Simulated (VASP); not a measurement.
Input of a VASP 6.6.1 run:

INCAR

```
SYSTEM = TiB2
PREC = Accurate
ENCUT = 520
EDIFF = 1E-7
ISMEAR = -1
SIGMA = 0.05
LREAL = .FALSE.
LASPH = .TRUE.
NELM = 60
ALGO = Normal
ISIF = 2
LWAVE = .FALSE.
LCHARG = .TRUE.
GGA = PS
LELF = .TRUE.
LVHAR = .TRUE.
NBANDS = 16
```

The input KPOINTS:

```
regular mesh
0
G
  10 10 8
  0 0 0
```

POSCAR

```
TiB2
1.0
    3.0181086463      0.0000000000      0.0000000000
   -1.5090543232      2.6137587591      0.0000000000
    0.0000000000      0.0000000000      3.1899224487
Ti B
1 2
Direct
    0.0000000000      0.0000000000      0.0000000000
    0.3333333333      0.6666666667      0.5000000000
    0.6666666667      0.3333333333      0.5000000000
```

Potentials or basis: VASP PAW PBE potentials, release 64 (Ti_sv, B).

Run with:

```sh
$ cat potpaw_PBE.64/Ti_sv/POTCAR potpaw_PBE.64/B/POTCAR > POTCAR
$ mpirun -np 1 vasp_std > vasp.out
```

Task: What does it give for the band gap on the k mesh?

Result: Zero (band 9 reaches 10.58 eV, above the bottom of band 10 at 9.88 eV).

Task: Predict the pressure.

Result: 0.0 GPa.

Caveat: the PAW data sets were made with another functional, which shifts forces and pressure a little.
